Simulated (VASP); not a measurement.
Input of a VASP 6.6.1 run:

Contents of INCAR:

```
PREC = Accurate ; ENCUT = 520
EDIFF = 1E-6 ; ISMEAR = 0
SIGMA = 0.1 ; LREAL = F
LASPH = T ; NELM = 80
ALGO = Normal ; ISIF = 2
LWAVE = F ; LCHARG = F
GGA = PE ; NBANDS = 34
```

The input KPOINTS:

```
Automatic mesh
0
Gamma
  6 6 6
```

The input POSCAR:

```
SnF5
1.0
    2.3210072200      1.3400341500      4.3645910400
   -2.3210072200      1.3400341500      4.3645910400
    0.0000000000     -2.6800682900      4.3645910400
Sn F
1 5
Direct
    0.0000000000      0.0000000000      0.0000000000
    0.1766445000      0.5000000000      0.8233555000
    0.5000000000      0.8233555000      0.1766445000
    0.8233555000      0.1766445000      0.5000000000
    0.3313960100      0.3313960100      0.3313960100
    0.6686039900      0.6686039900      0.6686039900
```

Potentials or basis: VASP PAW PBE potentials, release 64 (Sn_d, F).

Launch:

```console
$ cat potpaw_PBE.64/Sn_d/POTCAR potpaw_PBE.64/F/POTCAR > POTCAR
$ mpirun -np 1 vasp_std > vasp.out
```

(1) Estimate the band gap on the k mesh.

(2) Estimate the pressure.

(3) What does it give for the largest force?

## Answers

(1) zero (an odd number of electrons rules out a gap without spin polarisation).

(2) -16.4 GPa.

(3) 0.527 eV/Å.

Caveat: the cell stands under tension; spin-orbit coupling is left out, which moves the levels of the heavy elements; an odd number of electrons without spin polarisation forces a metal; a magnetic or distorted state may lie lower.
